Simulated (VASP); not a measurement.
# K (Pm-3m) in VASP: further runs

K is run at these levels: r2SCAN; tasks: single point.

All numbers are computed with VASP 6.6.1; they aren't measurements. Logs are shortened: lines on timing, memory, paths and dates and some standing lists are left out, and cuts for length are marked.

## Step 1: The cell of the first run

It takes space group Pm-3m (No. 221, cubic). The conventional cell has a = 4.310 Å, b = 4.310 Å, c = 4.310 Å, α = 90.00°, β = 90.00°, γ = 90.00°. Within 5.7 Å of K (site symmetry m-3m) lie 6 K at 4.31 Å.

## Step 2: Single point, r2SCAN

Contents of POSCAR:

```
K
1.0
    4.3104390000      0.0000000000      0.0000000000
    0.0000000000      4.3104390000      0.0000000000
    0.0000000000      0.0000000000      4.3104390000
K
1
Direct
    0.0000000000      0.0000000000      0.0000000000
```

Contents of INCAR.step1:

```
SYSTEM = K
  PREC = Accurate
  ENCUT = 520
  ISMEAR = 1
  SIGMA = 0.3
  LREAL = .FALSE.
  LASPH = .TRUE.
  NELM = 60
  NBANDS = 10
  GGA = PE
  ALGO = Normal
  EDIFF = 1E-4
  LWAVE = .TRUE.
  LCHARG = .FALSE.
```

Contents of INCAR.step2:

```
SYSTEM = K
  PREC = Accurate
  ENCUT = 520
  EDIFF = 1E-6
  ISMEAR = 1
  SIGMA = 0.3
  LREAL = .FALSE.
  LASPH = .TRUE.
  NELM = 60
  ALGO = Normal
  ISIF = 2
  LWAVE = .FALSE.
  LCHARG = .FALSE.
  METAGGA = R2SCAN
  LMIXTAU = .TRUE.
  NBANDS = 10
  ISTART = 1
```

Contents of KPOINTS:

```
regular mesh
0
G
  7 7 7
  0 0 0
```

Potentials or basis: VASP PAW PBE potentials, release 64 (K_sv).

On the command line:

```console
cat potpaw_PBE.64/K_sv/POTCAR > POTCAR
cp INCAR.step1 INCAR
mpirun -np 1 vasp_std > vasp.out
cp INCAR.step2 INCAR
mpirun -np 1 vasp_std > vasp.out
```

OUTCAR:

```text
SYSTEM = K
   PREC = Accurate
   ENCUT = 520
   EDIFF = 1E-6
   ISMEAR = 1
   LREAL = .FALSE.
   LASPH = .TRUE.
   NELM = 60
   ISIF = 2
   METAGGA = R2SCAN
   ISTART = 1

 ion  position               nearest neighbor table
   1  0.000  0.000  0.000-

  LATTYP: Found a simple cubic cell.
 ALAT       =     4.3104390000

  Lattice vectors:

 A1 = (   4.3104390000,   0.0000000000,   0.0000000000)
 A2 = (   0.0000000000,   4.3104390000,   0.0000000000)
 A3 = (   0.0000000000,   0.0000000000,   4.3104390000)

Analysis of symmetry for initial positions (statically):
=====================================================================
 Subroutine PRICEL returns:
 Original cell was already a primitive cell.

 Routine SETGRP: Setting up the symmetry group for a
 simple cubic supercell.

 Subroutine GETGRP returns: Found 48 space group operations
 (whereof 48 operations were pure point group operations)
 out of a pool of 48 trial point group operations.

The static configuration has the point symmetry O_h .

Analysis of symmetry for dynamics (positions and initial velocities):
=====================================================================
 Subroutine PRICEL returns:
 Original cell was already a primitive cell.

 Routine SETGRP: Setting up the symmetry group for a
 simple cubic supercell.

 Subroutine GETGRP returns: Found 48 space group operations
 (whereof 48 operations were pure point group operations)
 out of a pool of 48 trial point group operations.

The dynamic configuration has the point symmetry O_h .

 Subroutine INISYM returns: Found 48 space group operations
 (whereof 48 operations are pure point group operations),
 and found     1 'primitive' translations

----------------------------------------------------------------------------------------

                                     Primitive cell

  volume of cell :      80.0875

  direct lattice vectors                    reciprocal lattice vectors
     4.310439000  0.000000000  0.000000000     0.231994931  0.000000000  0.000000000
     0.000000000  4.310439000  0.000000000     0.000000000  0.231994931  0.000000000
     0.000000000  0.000000000  4.310439000     0.000000000  0.000000000  0.231994931

  length of vectors
     4.310439000  4.310439000  4.310439000     0.231994931  0.231994931  0.231994931

[... 75 lines left out ...]
   EDIFFG = 0.1E-04   stopping-criterion for IOM
   NSW    =      0    number of steps for IOM
   IBRION =     -1    ionic relax: 0-MD 1-quasi-New 2-CG
   NFREE  =      0    steps in history (QN), initial steepest desc. (CG)
   ISIF   =      2    stress and relaxation
   ISYM   =      2    0-nonsym 1-usesym 2-fastsym
   POTIM  = 0.5000    time-step for ionic-motion
   TEBEG  =    0.0;   TEEND  =   0.0 temperature during run
   PSTRESS=    0.0 pullay stress
   NELECT =       9.0000    total number of electrons
   NUPDOWN=      -1.0000    fix difference up-down
   EMIN   =  10.00;   EMAX   =-10.00  energy-range for DOS
   EFERMI =   0.00;   METHOD = LEGACY
   ISMEAR =     1;   SIGMA  =   0.30  broadening in eV -4-tet -1-fermi 0-gaus
   EFERMI_NEDOS =   21; number of points for ismear=-14 and -15
   IALGO  =     38    algorithm
   IMIX   =      4    mixing-type and parameters
     AMIX     =   0.40;   BMIX     =  1.00
     AMIX_MAG =   1.60;   BMIX_MAG =  1.00
  volume/ion in A,a.u.               =      80.09       540.46
  Fermi-wavevector in a.u.,A,eV,Ry     =   0.790013  1.492908  8.491673  0.624120
  Thomas-Fermi vector in A             =   1.895270
   LORBIT       =      0    0 simple, 1 ext, 2 COOP (PROOUT), +10 PAW based schemes
   METAGGA = R2SCAN    functional components
   LHFCALC =     F    Hartree Fock is set to
   AEXX    =    0.0000 exact exchange contribution
   IVDW    =     0    specifies the selected vdW correction
   LEPSILON=     F    determine dielectric tensor
   LRPA    =     F    only Hartree local field effects (RPA)
 non-spin polarized calculation
 Methfessel and Paxton  Order N= 1 SIGMA  =   0.30
  energy-cutoff  :      520.00
  volume of cell :       80.09
 maximum number of plane-waves:      2179
   NGX = 17   NGY = 17   NGZ = 17

 number of electron       9.0000003 magnetization

 Free energy of the ion-electron system (eV)
  ---------------------------------------------------
  ext. energy  EPLUGINS =         0.00000000
  ---------------------------------------------------
  free energy    TOTEN  =        -5.90278563 eV

  energy without entropy =       -5.90686052  energy(sigma->0) =       -5.90414393

 E-fermi :  -0.2184     XC(G=0):  -5.6842

 val. band max:       -0.3453512320   @ k =   0.4286   0.1429   0.1429
 cond. band min:      -0.1908573252   @ k =   0.2857   0.2857   0.2857
 fundamental gap:      0.1544939068
 Fermi energy:        -0.2183706797

 k-point     1 :       0.0000    0.0000    0.0000
  band No.  band energies     occupation
      1     -34.1273      2.00000
      2     -16.7915      2.00000
      3     -16.7915      2.00000
      4     -16.7915      2.00000
      5      -2.3924      2.00000
      6       3.0011     -0.00000
      7       3.0011     -0.00000
      8       6.4450      0.00000
      9       6.4450      0.00000
     10       6.4450      0.00000
[... 235 lines left out ...]
 k-point    20 :       0.4286    0.4286    0.4286
  band No.  band energies     occupation
      1     -34.1160      2.00000
      2     -16.8500      2.00000
      3     -16.8495      2.00000
      4     -16.8495      2.00000
      5       1.7597     -0.00000
      6       2.3205     -0.00000
      7       2.3205     -0.00000
      8       4.1511     -0.00000
      9       4.4813     -0.00000
     10       4.4813     -0.00000

------------------------ aborting loop because EDIFF is reached ----------------------------------------

  FORCE on cell =-STRESS in cart. coord.  units (eV):
  Direction    XX          YY          ZZ          XY          YZ          ZX
  --------------------------------------------------------------------------------------
  -------------------------------------------------------------------------------------
  Total       -0.0114896     -0.0114896     -0.0114896     -0.0000000      0.0000000     -0.0000000
  in kB       -0.2298532     -0.2298532     -0.2298532     -0.0000000      0.0000000     -0.0000000
  external PRESSURE =      -0.2298532 kB  Pullay stress =       0.0000000 kB

 VOLUME and BASIS-vectors are now :
 -----------------------------------------------------------------------------
  energy-cutoff  :      520.00
  volume of cell :       80.09
      direct lattice vectors                 reciprocal lattice vectors
     4.310439000  0.000000000  0.000000000     0.231994931  0.000000000  0.000000000
     0.000000000  4.310439000  0.000000000     0.000000000  0.231994931  0.000000000
     0.000000000  0.000000000  4.310439000     0.000000000  0.000000000  0.231994931

 POSITION                                       TOTAL-FORCE (eV/Angst)
 -----------------------------------------------------------------------------------
      0.00000      0.00000      0.00000         0.000000      0.000000      0.000000
 -----------------------------------------------------------------------------------
    total drift:                                0.000000      0.000000      0.000000

  FREE ENERGIE OF THE ION-ELECTRON SYSTEM (eV)
  ---------------------------------------------------
  free  energy   TOTEN  =        -5.9027856324 eV

  energy  without entropy=       -5.9068605225  energy(sigma->0) =       -5.90414393
```

OUTCAR.step1:

```text
SYSTEM = K
   PREC = Accurate
   ENCUT = 520
   ISMEAR = 1
   LREAL = .FALSE.
   LASPH = .TRUE.
[... 469 lines left out ...]
 POSITION                                       TOTAL-FORCE (eV/Angst)
 -----------------------------------------------------------------------------------
      0.00000      0.00000      0.00000         0.000000      0.000000      0.000000
 -----------------------------------------------------------------------------------
    total drift:                               -0.000000      0.000000      0.000000

  FREE ENERGIE OF THE ION-ELECTRON SYSTEM (eV)
  ---------------------------------------------------
  free  energy   TOTEN  =        -0.9430973327 eV

  energy  without entropy=       -0.9474511006  energy(sigma->0) =       -0.94454859
```

OSZICAR.step1:

```text
N       E                     dE             d eps       ncg     rms          rms(c)
DAV:   1     0.426006119989E+02    0.42601E+02   -0.36955E+03   400   0.692E+02
DAV:   2     0.631635491563E+00   -0.41969E+02   -0.41584E+02   430   0.185E+02
DAV:   3    -0.877188538271E+00   -0.15088E+01   -0.15052E+01   600   0.272E+01
DAV:   4    -0.942241328524E+00   -0.65053E-01   -0.64955E-01   548   0.462E+00
DAV:   5    -0.944362491735E+00   -0.21212E-02   -0.21201E-02   626   0.587E-01    0.172E+00
DAV:   6    -0.943536244078E+00    0.82625E-03   -0.16899E-03   628   0.262E-01    0.108E+00
DAV:   7    -0.943055663476E+00    0.48058E-03   -0.33147E-03   588   0.348E-01    0.706E-02
DAV:   8    -0.943097332666E+00   -0.41669E-04   -0.22154E-04   494   0.156E-01
   1 F= -.94309733E+00 E0= -.94454859E+00  d E =0.435377E-02
```

Wall time 2.3 min (1 thread of AMD EPYC 7R13, shared host); peak memory 0.15 GiB.

Results:

- Free energy: -5.9028 eV
- Pressure: 0.0 GPa

Caveat: the PAW data sets were made with another functional, which shifts forces and pressure a little.

## Step 3: Single point, r2SCAN

POSCAR is that of step 2.

Contents of INCAR.step1:

```
PREC = Accurate
ENCUT = 520
ISMEAR = 1
SIGMA = 0.2
LREAL = False
LASPH = True
NELM = 100
NBANDS = 10
GGA = PE
ALGO = Normal
EDIFF = 1E-4
LWAVE = True
LCHARG = False
```

Contents of INCAR.step2:

```
PREC = Accurate
ENCUT = 520
EDIFF = 1E-6
ISMEAR = 1
SIGMA = 0.2
LREAL = False
LASPH = True
NELM = 100
ALGO = Normal
ISIF = 2
LWAVE = False
LCHARG = False
METAGGA = R2SCAN
LMIXTAU = True
NBANDS = 10
ISTART = 1
```

Contents of KPOINTS:

```
regular mesh
0
Gamma
  7 7 7
```

Potentials or basis: VASP PAW PBE potentials, release 64 (K_sv).

On the command line:

```console
cat potpaw_PBE.64/K_sv/POTCAR > POTCAR
cp INCAR.step1 INCAR
mpirun -np 1 vasp_std > vasp.out
cp INCAR.step2 INCAR
mpirun -np 1 vasp_std > vasp.out
```

Run time: 2 min. Hardware: 1 thread of AMD EPYC 7R13, shared host; peak memory 0.15 GiB.

It converged, with:

| Quantity | Value |
| --- | --- |
| Free energy | -5.9044 eV |
| Pressure | 0.0 GPa |

Levels at points of the mesh, in eV from the Fermi level:
| k point | band 3 | band 4 | band 5 | band 6 | band 7 | band 8 |
| --- | --- | --- | --- | --- | --- | --- |
| (0.00, 0.00, 0.00) | -16.57 | -16.57 | -2.17 | 3.23 | 3.23 | 6.67 |

Caveat: the PAW data sets were made with another functional, which shifts forces and pressure a little.

## Step 4: Single point, r2SCAN

POSCAR is that of step 3.

Contents of INCAR.step1:

```
ALGO = Normal ; EDIFF = 1E-4
ENCUT = 520 ; GGA = PE
ISMEAR = 1 ; LASPH = True
LCHARG = False ; LREAL = False
LWAVE = True ; NBANDS = 10
NELM = 100 ; PREC = Accurate
SIGMA = 0.1
```

Contents of INCAR.step2:

```
ALGO = Normal ; EDIFF = 1E-7
ENCUT = 520 ; ISIF = 2
ISMEAR = 1 ; ISTART = 1
LASPH = True ; LCHARG = False
LMIXTAU = True ; LREAL = False
LWAVE = False ; METAGGA = R2SCAN
NBANDS = 10 ; NELM = 100
PREC = Accurate ; SIGMA = 0.1
```

Contents of KPOINTS:

```
k-points
0
Gamma
  7 7 7
```

Potentials or basis: VASP PAW PBE potentials, release 64 (K_sv).

On the command line:

```console
cat potpaw_PBE.64/K_sv/POTCAR > POTCAR
cp INCAR.step1 INCAR
mpirun -np 1 vasp_std > vasp.out
cp INCAR.step2 INCAR
mpirun -np 1 vasp_std > vasp.out
```

OUTCAR:

```text
EDIFF = 1E-7
   ENCUT = 520
   ISIF = 2
   ISMEAR = 1
   ISTART = 1
   LASPH = True
   LREAL = False
   METAGGA = R2SCAN
   NELM = 100
   PREC = Accurate

 ion  position               nearest neighbor table
   1  0.000  0.000  0.000-

  LATTYP: Found a simple cubic cell.
 ALAT       =     4.3104390000

  Lattice vectors:

 A1 = (   4.3104390000,   0.0000000000,   0.0000000000)
 A2 = (   0.0000000000,   4.3104390000,   0.0000000000)
 A3 = (   0.0000000000,   0.0000000000,   4.3104390000)

Analysis of symmetry for initial positions (statically):
=====================================================================
 Subroutine PRICEL returns:
 Original cell was already a primitive cell.

 Routine SETGRP: Setting up the symmetry group for a
 simple cubic supercell.

 Subroutine GETGRP returns: Found 48 space group operations
 (whereof 48 operations were pure point group operations)
 out of a pool of 48 trial point group operations.

The static configuration has the point symmetry O_h .

Analysis of symmetry for dynamics (positions and initial velocities):
=====================================================================
 Subroutine PRICEL returns:
 Original cell was already a primitive cell.

 Routine SETGRP: Setting up the symmetry group for a
 simple cubic supercell.

 Subroutine GETGRP returns: Found 48 space group operations
 (whereof 48 operations were pure point group operations)
 out of a pool of 48 trial point group operations.

The dynamic configuration has the point symmetry O_h .

 Subroutine INISYM returns: Found 48 space group operations
 (whereof 48 operations are pure point group operations),
 and found     1 'primitive' translations

[... 108 lines left out ...]
  volume/ion in A,a.u.               =      80.09       540.46
  Fermi-wavevector in a.u.,A,eV,Ry     =   0.790013  1.492908  8.491673  0.624120
  Thomas-Fermi vector in A             =   1.895270
   LORBIT       =      0    0 simple, 1 ext, 2 COOP (PROOUT), +10 PAW based schemes
   METAGGA = R2SCAN    functional components
   LHFCALC =     F    Hartree Fock is set to
   AEXX    =    0.0000 exact exchange contribution
   IVDW    =     0    specifies the selected vdW correction
   LEPSILON=     F    determine dielectric tensor
   LRPA    =     F    only Hartree local field effects (RPA)
 non-spin polarized calculation
 Methfessel and Paxton  Order N= 1 SIGMA  =   0.10
  energy-cutoff  :      520.00
  volume of cell :       80.09
 maximum number of plane-waves:      2179
   NGX = 17   NGY = 17   NGZ = 17

 number of electron       9.0000003 magnetization

 Free energy of the ion-electron system (eV)
  ---------------------------------------------------
  ext. energy  EPLUGINS =         0.00000000
  ---------------------------------------------------
  free energy    TOTEN  =        -5.90533584 eV

  energy without entropy =       -5.90591991  energy(sigma->0) =       -5.90553053

 E-fermi :  -0.2580     XC(G=0):  -5.6843

 val. band max:       -0.3452798065   @ k =   0.4286   0.1429   0.1429
 cond. band min:      -0.1907722260   @ k =   0.2857   0.2857   0.2857
 fundamental gap:      0.1545075805
 Fermi energy:        -0.2580390598

 k-point     1 :       0.0000    0.0000    0.0000
  band No.  band energies     occupation
      1     -34.1273      2.00000
      2     -16.7915      2.00000
      3     -16.7915      2.00000
      4     -16.7915      2.00000
      5      -2.3924      2.00000
      6       3.0011      0.00000
      7       3.0011      0.00000
      8       6.4452      0.00000
      9       6.4452      0.00000
     10       6.4452      0.00000
[... 235 lines left out ...]
 k-point    20 :       0.4286    0.4286    0.4286
  band No.  band energies     occupation
      1     -34.1160      2.00000
      2     -16.8500      2.00000
      3     -16.8495      2.00000
      4     -16.8495      2.00000
      5       1.7599      0.00000
      6       2.3209      0.00000
      7       2.3209      0.00000
      8       4.1516      0.00000
      9       4.4817      0.00000
     10       4.4817      0.00000

------------------------ aborting loop because EDIFF is reached ----------------------------------------

  FORCE on cell =-STRESS in cart. coord.  units (eV):
  Direction    XX          YY          ZZ          XY          YZ          ZX
  --------------------------------------------------------------------------------------
  -------------------------------------------------------------------------------------
  Total       -0.0132786     -0.0132786     -0.0132786     -0.0000000      0.0000000     -0.0000000
  in kB       -0.2656430     -0.2656430     -0.2656430     -0.0000000      0.0000000     -0.0000000
  external PRESSURE =      -0.2656430 kB  Pullay stress =       0.0000000 kB

 VOLUME and BASIS-vectors are now :
 -----------------------------------------------------------------------------
  energy-cutoff  :      520.00
  volume of cell :       80.09
      direct lattice vectors                 reciprocal lattice vectors
     4.310439000  0.000000000  0.000000000     0.231994931  0.000000000  0.000000000
     0.000000000  4.310439000  0.000000000     0.000000000  0.231994931  0.000000000
     0.000000000  0.000000000  4.310439000     0.000000000  0.000000000  0.231994931

 POSITION                                       TOTAL-FORCE (eV/Angst)
 -----------------------------------------------------------------------------------
      0.00000      0.00000      0.00000         0.000000      0.000000      0.000000
 -----------------------------------------------------------------------------------
    total drift:                                0.000000      0.000000      0.000000

  FREE ENERGIE OF THE ION-ELECTRON SYSTEM (eV)
  ---------------------------------------------------
  free  energy   TOTEN  =        -5.9053358385 eV

  energy  without entropy=       -5.9059199073  energy(sigma->0) =       -5.90553053
```

OUTCAR.step1:

```text
EDIFF = 1E-4
   ENCUT = 520
   GGA = PE
   ISMEAR = 1
   LASPH = True
   LREAL = False
[... 467 lines left out ...]

 POSITION                                       TOTAL-FORCE (eV/Angst)
 -----------------------------------------------------------------------------------
      0.00000      0.00000      0.00000         0.000000      0.000000      0.000000
 -----------------------------------------------------------------------------------
    total drift:                                0.000000      0.000000      0.000000

  FREE ENERGIE OF THE ION-ELECTRON SYSTEM (eV)
  ---------------------------------------------------
  free  energy   TOTEN  =        -0.9458553842 eV

  energy  without entropy=       -0.9465094706  energy(sigma->0) =       -0.94607341
```

Wall time 2.3 min (1 thread of AMD EPYC 7R13, shared host); peak memory 0.15 GiB.

Results:

| Property | Result |
| --- | --- |
| Free energy | -5.9053 eV |
| Pressure | 0.0 GPa |

Levels at points of the mesh, in eV from the Fermi level:
```
           k point  band 3  band 4  band 5  band 6  band 7  band 8
(0.00, 0.00, 0.00)  -16.53  -16.53   -2.13    3.26    3.26    6.70
```

Caveat: the PAW data sets were made with another functional, which shifts forces and pressure a little.

(Part 1 of 2 ends here.)
